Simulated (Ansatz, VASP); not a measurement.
# WS2 in VASP and in Ansatz

The input INCAR:

```
SYSTEM = WS2
ALGO     = Normal         ! electronic algorithm
EDIFF    = 1E-6           ! SCF threshold, eV
ENCUT    = 520            ! plane-wave cutoff, eV
GGA      = PS             ! functional
ISIF     = 2              ! what is computed and relaxed
ISMEAR   = 0              ! smearing method
LASPH    = .TRUE.         ! aspherical terms in the spheres
LCHARG   = .FALSE.        ! write CHGCAR
LREAL    = .FALSE.        ! projectors in reciprocal space
LWAVE    = .FALSE.        ! write WAVECAR
NBANDS   = 35             ! bands
NELM     = 60             ! most SCF steps
PREC     = Accurate       ! precision mode
SIGMA    = 0.05           ! smearing width, eV
```

KPOINTS

```
k-points
0
G
  12 12 1
  0 0 0
```

The input POSCAR:

```
WS2
1.0
    3.1457762207      0.0000000000      0.0000000000
   -1.5728881103      2.7243221217      0.0000000000
    0.0000000000      0.0000000000     33.9068420743
W S
2 4
Direct
    0.2538005387      0.6775524745      0.0141983663
    0.4128661280      0.6557808588      0.4858016337
    0.5430301311      0.4114531097      0.4527702819
    0.7903032022      0.2552135570      0.9548058667
    0.7081166825      0.3175035388      0.0431768927
    0.6252166509      0.3491631279      0.5492469587
```

Input for Ansatz:

```yaml
crystal:
  lattice:
    - [3.1457762207, 0.0, 0.0]
    - [-1.5728881103, 2.7243221217, 0.0]
    - [0.0, 0.0, 33.9068420743]
  atoms:
    - { symbol: W, position: [0.2538005387, 0.6775524745, 0.0141983663] }
    - { symbol: W, position: [0.412866128, 0.6557808588, 0.4858016337] }
    - { symbol: S, position: [0.5430301311, 0.4114531097, 0.4527702819] }
    - { symbol: S, position: [0.7903032022, 0.255213557, 0.9548058667] }
    - { symbol: S, position: [0.7081166825, 0.3175035388, 0.0431768927] }
    - { symbol: S, position: [0.6252166509, 0.3491631279, 0.5492469587] }
basis:
  ecutwfc: 420
kpoints:
  mp_grid: { grid: [12, 12, 1] }
hamiltonian:
  xc: pbesol
scf:
  occupations: { method: gaussian, width: 0.05 }
output:
  forces: true
  stress: true
  eigenvalues: true
```

Alike in both runs: task single point; functional PBEsol; k mesh 12 × 12 × 1; occupations gaussian, width 0.05 eV; no spin polarisation.

|  | VASP | Ansatz |
| --- | --- | --- |
| version | VASP 6.6.1 | Ansatz 0.2.0 |
| potentials or method | VASP PAW PBE potentials, release 64 (W_sv, S), cutoff 520 eV | scalar-relativistic, plane waves, PAW |
| valence electrons in the cell | 52 | 52 |

Ansatz gave:

| Item | Value |
| --- | --- |
| gap on the k mesh at the Fermi level (eV) | none |
| rms of the force components (eV/Å) | 23.326 |

Problem. What did VASP give for the same quantities?

Solution. gap on the k mesh at the Fermi level (eV): none; rms of the force components (eV/Å): 22.933.

VASP's potentials were made for PBE, not for PBEsol. Atom by atom the forces differ by 0.413 eV/Å (rms over components). A gap of «none» marks a metal or a gap that the smearing closes. The functional is the same, so the differences come from potentials, cutoffs and numerics.

Neither program's run includes spin-orbit coupling.
